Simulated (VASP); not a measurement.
# CaB2 (Amm2) in VASP: single point with PBEsol

Aim: the single point of CaB2 with PBEsol.

Program: VASP 6.6.1. These are calculated values, not measurements. Logs are shortened: lines on timing, memory, paths and dates and some standing lists are left out, and cuts for length are marked.

## (1) The cell of the first run

Symmetry: Amm2, No. 38, orthorhombic system. The conventional cell has a = 4.067 Å, b = 5.588 Å, c = 3.226 Å, α = 90.00°, β = 90.00°, γ = 90.00°. Within 3.5 Å of Ca (site symmetry mm2) lie 12 B at 2.63 to 2.90 Å and 6 Ca at 3.23 Å. Within 2.5 Å of B (site symmetry m) lie 3 B at 1.86 Å.

## (2) Single point, PBEsol (one atom moved)

File INCAR:

```
SYSTEM = CaB2
PREC     = Accurate       ! precision mode
ENCUT    = 520            ! plane-wave cutoff, eV
EDIFF    = 1E-6           ! SCF threshold, eV
ISMEAR   = 0              ! smearing method
SIGMA    = 0.1            ! smearing width, eV
LREAL    = .False.        ! projectors in reciprocal space
LASPH    = .True.         ! aspherical terms in the spheres
NELM     = 60             ! most SCF steps
ALGO     = Normal         ! electronic algorithm
ISIF     = 2              ! what is computed and relaxed
LWAVE    = .False.        ! write WAVECAR
LCHARG   = .True.         ! write CHGCAR
GGA      = PS             ! functional
LELF     = .True.         ! ELF
LVHAR    = .True.       
NBANDS   = 15             ! bands
```

File KPOINTS:

```
regular mesh
0
Gamma
  15 15 10
  0 0 0
```

File POSCAR:

```
CaB2
1.0
    3.2264302843      0.0000000000      0.0000000000
   -1.6132151421      2.7941705897      0.0000000000
    0.0000000000      0.0000000000      4.0673920000
Ca B
1 2
Direct
    0.0697365138      0.0000000000      0.0000000000
    0.3333333300      0.6666666700      0.5000000000
    0.6666666700      0.3333333300      0.5000000000
```

Potentials or basis: VASP PAW PBE potentials, release 64 (Ca_sv, B).

On the command line:

```
cat potpaw_PBE.64/Ca_sv/POTCAR potpaw_PBE.64/B/POTCAR > POTCAR
mpirun -np 1 vasp_std > vasp.out
```

OUTCAR:

```text
SYSTEM = CaB2
   PREC = Accurate
   ENCUT = 520
   EDIFF = 1E-6
   ISMEAR = 0
   LREAL = .False.
   LASPH = .True.
   NELM = 60
   ISIF = 2
   GGA = PS

 ion  position               nearest neighbor table
   1  0.070  0.000  0.000-   2 2.63   2 2.63   3 2.63   3 2.63
   2  0.333  0.667  0.500-   3 1.86   3 1.86   3 1.86   1 2.63   1 2.63
   3  0.667  0.333  0.500-   2 1.86   2 1.86   2 1.86   1 2.63   1 2.63

  LATTYP: Found a hexagonal cell.
 ALAT       =     3.2264302843
 C/A-ratio  =     1.2606477257

  Lattice vectors:

 A1 = (   3.2264302843,   0.0000000000,   0.0000000000)
 A2 = (  -1.6132151421,   2.7941705897,   0.0000000000)
 A3 = (   0.0000000000,   0.0000000000,   4.0673920000)

Analysis of symmetry for initial positions (statically):
=====================================================================
 Subroutine PRICEL returns:
 Original cell was already a primitive cell.

 Routine SETGRP: Setting up the symmetry group for a
 hexagonal supercell.

 Subroutine GETGRP returns: Found  4 space group operations
 (whereof  4 operations were pure point group operations)
 out of a pool of 24 trial point group operations.

The static configuration has the point symmetry C_2v.

Analysis of symmetry for dynamics (positions and initial velocities):
=====================================================================
 Subroutine PRICEL returns:
 Original cell was already a primitive cell.

 Routine SETGRP: Setting up the symmetry group for a
 hexagonal supercell.

 Subroutine GETGRP returns: Found  4 space group operations
 (whereof  4 operations were pure point group operations)
 out of a pool of 24 trial point group operations.

The dynamic configuration has the point symmetry C_2v.

 Subroutine INISYM returns: Found  4 space group operations
 (whereof  4 operations are pure point group operations),
 and found     1 'primitive' translations

----------------------------------------------------------------------------------------

                                     Primitive cell

  volume of cell :      36.6683

  direct lattice vectors                    reciprocal lattice vectors
     3.226430284  0.000000000  0.000000000     0.309940061  0.178943978  0.000000000
    -1.613215142  2.794170590  0.000000000     0.000000000  0.357887956  0.000000000
     0.000000000  0.000000000  4.067392000     0.000000000  0.000000000  0.245857788

  length of vectors
     3.226430284  3.226430284  4.067392000     0.357887956  0.357887956  0.245857788

  position of ions in fractional coordinates (direct lattice)
     0.069736514  0.000000000  0.000000000
     0.333333330  0.666666670  0.500000000
     0.666666670  0.333333330  0.500000000

  ion indices of the primitive-cell ions
   primitive index   ion index
                 1           1
                 2           2
                 3           3

----------------------------------------------------------------------------------------

 KPOINTS: regular mesh

Automatic generation of k-mesh.
 Grid dimensions read from file:
 generate k-points for:   15   15   10

 Generating k-lattice:

  Cartesian coordinates                     Fractional coordinates (reciprocal lattice)
     0.020662671  0.011929599  0.000000000     0.066666667  0.000000000  0.000000000
     0.000000000  0.023859197  0.000000000     0.000000000  0.066666667  0.000000000
     0.000000000  0.000000000  0.024585779     0.000000000  0.000000000  0.100000000

  Length of vectors
     0.023859197  0.023859197  0.024585779

  Shift w.r.t. Gamma in fractional coordinates (k-lattice)
     0.000000000  0.000000000  0.000000000

 Subroutine IBZKPT returns following result:
 ===========================================

 Found    384 irreducible k-points:

 Following reciprocal coordinates:
            Coordinates               Weight
  0.000000  0.000000  0.000000      1.000000
  0.066667 -0.000000  0.000000      4.000000
  0.000000  0.066667  0.000000      2.000000
  0.133333 -0.000000  0.000000      4.000000
  0.000000  0.133333  0.000000      2.000000
  0.200000 -0.000000  0.000000      4.000000
[... 16 lines left out ...]
 -0.266667  0.200000  0.000000      4.000000
  0.266667  0.066667  0.000000      4.000000
 [... further k-points ...]
   k-points           NKPTS =    384   k-points in BZ     NKDIM =    384   number of bands    NBANDS=     15
   number of dos      NEDOS =    301   number of ions     NIONS =      3
   total plane-waves  NPLWV =  17280
   dimension x,y,z NGX =    24 NGY =   24 NGZ =   30
   dimension x,y,z NGXF=    48 NGYF=   48 NGZF=   60
   ions per type =               1   2
   NGX,Y,Z   is equivalent  to a cutoff of  12.37, 12.37, 12.26 a.u.
   NGXF,Y,Z  is equivalent  to a cutoff of  24.73, 24.73, 24.52 a.u.
 SYSTEM =  CaB2
   PREC   = accura    normal or accurate (medium, high low for compatibility)
   ISTART =      0    job   : 0-new  1-cont  2-samecut
   ICHARG =      2    charge: 1-file 2-atom 10-const
   ISPIN  =      1    spin polarized calculation?
   LNONCOLLINEAR =      F non collinear calculations
   LSORBIT =      F    spin-orbit coupling
   LASPH  =      T    aspherical Exc in radial PAW
   ENCUT  =  520.0 eV  38.22 Ry    6.18 a.u.   6.00  6.00  7.56*2*pi/ulx,y,z
   NELM   =     60;   NELMIN=  2; NELMDL= -5     # of ELM steps
   EDIFF  = 0.1E-05   stopping-criterion for ELM
   LREAL  =      F    real-space projection
   EDIFFG = 0.1E-04   stopping-criterion for IOM
   NSW    =      0    number of steps for IOM
   IBRION =     -1    ionic relax: 0-MD 1-quasi-New 2-CG
   NFREE  =      0    steps in history (QN), initial steepest desc. (CG)
   ISIF   =      2    stress and relaxation
   ISYM   =      2    0-nonsym 1-usesym 2-fastsym
   POTIM  = 0.5000    time-step for ionic-motion
   TEBEG  =    0.0;   TEEND  =   0.0 temperature during run
   PSTRESS=    0.0 pullay stress
   NELECT =      16.0000    total number of electrons
   NUPDOWN=      -1.0000    fix difference up-down
   EMIN   =  10.00;   EMAX   =-10.00  energy-range for DOS
   EFERMI =   0.00;   METHOD = LEGACY
   ISMEAR =     0;   SIGMA  =   0.10  broadening in eV -4-tet -1-fermi 0-gaus
   EFERMI_NEDOS =   21; number of points for ismear=-14 and -15
   IALGO  =     38    algorithm
   IMIX   =      4    mixing-type and parameters
     AMIX     =   0.40;   BMIX     =  1.00
     AMIX_MAG =   1.60;   BMIX_MAG =  1.00
  volume/ion in A,a.u.               =      12.22        82.48
  Fermi-wavevector in a.u.,A,eV,Ry     =   1.241703  2.346479 20.977823  1.541826
  Thomas-Fermi vector in A             =   2.376089
   LORBIT       =      0    0 simple, 1 ext, 2 COOP (PROOUT), +10 PAW based schemes
   GGA     = PS    functional components
   LHFCALC =     F    Hartree Fock is set to
   AEXX    =    0.0000 exact exchange contribution
   IVDW    =     0    specifies the selected vdW correction
   LEPSILON=     F    determine dielectric tensor
   LRPA    =     F    only Hartree local field effects (RPA)
 non-spin polarized calculation
 Gauss-broadening in eV      SIGMA  =   0.10
  energy-cutoff  :      520.00
  volume of cell :       36.67
 maximum number of plane-waves:      1008
   NGX = 11   NGY = 11   NGZ = 15

 number of electron      16.0000000 magnetization

 Free energy of the ion-electron system (eV)
  ---------------------------------------------------
  ext. energy  EPLUGINS =         0.00000000
  ---------------------------------------------------
  free energy    TOTEN  =       -16.61077473 eV

  energy without entropy =      -16.60579672  energy(sigma->0) =      -16.60828572

 E-fermi :   4.5675     XC(G=0): -10.9405

 val. band max:        4.5666067146   @ k =   0.4000   0.1333   0.3000
 cond. band min:       4.5707373224   @ k =   0.0000   0.0667   0.0000
 fundamental gap:      0.0041306079
 Fermi energy:         4.5675387492

 k-point     1 :       0.0000    0.0000    0.0000
  band No.  band energies     occupation
      1     -34.9073      2.00000
      2     -16.0163      2.00000
      3     -15.7790      2.00000
      4     -15.7702      2.00000
      5      -5.8551      2.00000
      6       2.7804      2.00000
      7       4.8091      0.00064
      8       4.9695      0.00000
      9       4.9719      0.00000
     10       9.3913      0.00000
     11       9.8300      0.00000
     12      10.8041      0.00000
     13      10.8363      0.00000
     14      11.5322      0.00000
     15      11.6558      0.00000

 k-point     2 :       0.0667   -0.0000    0.0000
  band No.  band energies     occupation
      1     -34.9023      2.00000
      2     -16.0092      2.00000
      3     -15.8137      2.00000
      4     -15.7795      2.00000
      5      -5.7777      2.00000
      6       2.7851      2.00000
      7       4.5927      0.72203
      8       4.8093      0.00063
      9       5.0294      0.00000
     10       9.2986      0.00000
     11       9.8179      0.00000
     12      10.7091      0.00000
     13      10.8677      0.00000
     14      11.5020      0.00000
     15      11.9086      0.00000

 k-point     3 :       0.0000    0.0667    0.0000
  band No.  band energies     occupation
      1     -34.9023      2.00000
      2     -16.0092      2.00000
      3     -15.8069      2.00000
      4     -15.7864      2.00000
      5      -5.7775      2.00000
      6       2.7837      2.00000
      7       4.5707      0.96392
      8       4.7923      0.00148
      9       5.0737      0.00000
     10       9.2523      0.00000
     11       9.8719      0.00000
     12      10.6405      0.00000
     13      10.9183      0.00000
     14      11.6054      0.00000
     15      11.8182      0.00000
[... 343 lines left out ...]
 k-point    23 :      -0.2667    0.2000    0.0000
  band No.  band energies     occupation
      1     -34.8531      2.00000
      2     -16.1534      2.00000
      3     -15.9392      2.00000
      4     -15.8615      2.00000
      5      -4.8924      2.00000
      6       2.1616      2.00000
      7       2.8846      2.00000
      8       3.8253      2.00000
      9       5.9602      0.00000
     10       8.5239      0.00000
     11       9.3363      0.00000
     12      10.3263      0.00000
     13      10.7997      0.00000
     14      11.6103      0.00000
     15      12.5531      0.00000

 k-point    24 :       0.2667    0.0667    0.0000
  band No.  band energies     occupation
      1     -34.8295      2.00000
      2     -16.3043      2.00000
      3     -15.9053      2.00000
      4     -15.9028      2.00000
      5      -4.3349      2.00000
      6       1.0690      2.00000
      7       2.9650      2.00000
      8       3.4701      2.00000
      9       6.1130      0.00000
     10       8.5248      0.00000
     11       8.7564      0.00000
     12      10.6541      0.00000
     13      10.9354      0.00000
     14      11.4051      0.00000
     15      13.0280      0.00000

 [... further k-points ...]

------------------------ aborting loop because EDIFF is reached ----------------------------------------

  FORCE on cell =-STRESS in cart. coord.  units (eV):
  Direction    XX          YY          ZZ          XY          YZ          ZX
  --------------------------------------------------------------------------------------
  -------------------------------------------------------------------------------------
  Total       -0.8458984     -0.7065806      0.0103988     -0.0000000      0.0000000      0.0000000
  in kB      -36.9604771    -30.8731566      0.4543644     -0.0000000      0.0000000      0.0000000
  external PRESSURE =     -22.4597564 kB  Pullay stress =       0.0000000 kB

 VOLUME and BASIS-vectors are now :
 -----------------------------------------------------------------------------
  energy-cutoff  :      520.00
  volume of cell :       36.67
      direct lattice vectors                 reciprocal lattice vectors
     3.226430284  0.000000000  0.000000000     0.309940061  0.178943978  0.000000000
    -1.613215142  2.794170590  0.000000000     0.000000000  0.357887956  0.000000000
     0.000000000  0.000000000  4.067392000     0.000000000  0.000000000  0.245857788

 POSITION                                       TOTAL-FORCE (eV/Angst)
 -----------------------------------------------------------------------------------
      0.22500      0.00000      0.00000        -0.887357      0.000000      0.000000
     -0.00000      1.86278      2.03370         0.443679     -0.089321      0.000000
      1.61322      0.93139      2.03370         0.443679      0.089321      0.000000
 -----------------------------------------------------------------------------------
    total drift:                               -0.000085      0.000000     -0.000000

  FREE ENERGIE OF THE ION-ELECTRON SYSTEM (eV)
  ---------------------------------------------------
  free  energy   TOTEN  =       -16.6107747260 eV

  energy  without entropy=      -16.6057967160  energy(sigma->0) =      -16.60828572
```

It took 1.7 min on 1 thread of Intel Xeon Platinum 8488C (Sapphire Rapids), shared host; peak memory 0.32 GiB.

What came out:

* Free energy: -16.6108 eV
* Pressure: -2.2 GPa
* Largest force: 0.887 eV/Å
* Band gap on the k mesh: zero (bands 8 and 9 overlap by 1.52 eV)

Forces on the atoms (eV/Å):
```
Ca  -0.887  0.000  0.000
B    0.444 -0.089  0.000
B    0.444  0.089  0.000
```

Levels at points of the mesh, in eV from the Fermi level:
```
           k point  band 4  band 5  band 6  band 7  band 8  band 9  band 10  band 11  band 12  band 13
(0.00, 0.00, 0.00)  -20.34  -10.42   -1.79    0.24    0.40    0.40     4.82     5.26     6.24     6.27
(0.00, 0.00, 0.50)  -20.33   -9.36   -4.70    0.81    0.83    3.29     3.95     4.12     4.38     4.47
```

Caveat: the cell differs from its parent crystal (one atom moved); the PAW data sets were made with another functional, which shifts forces and pressure a little.
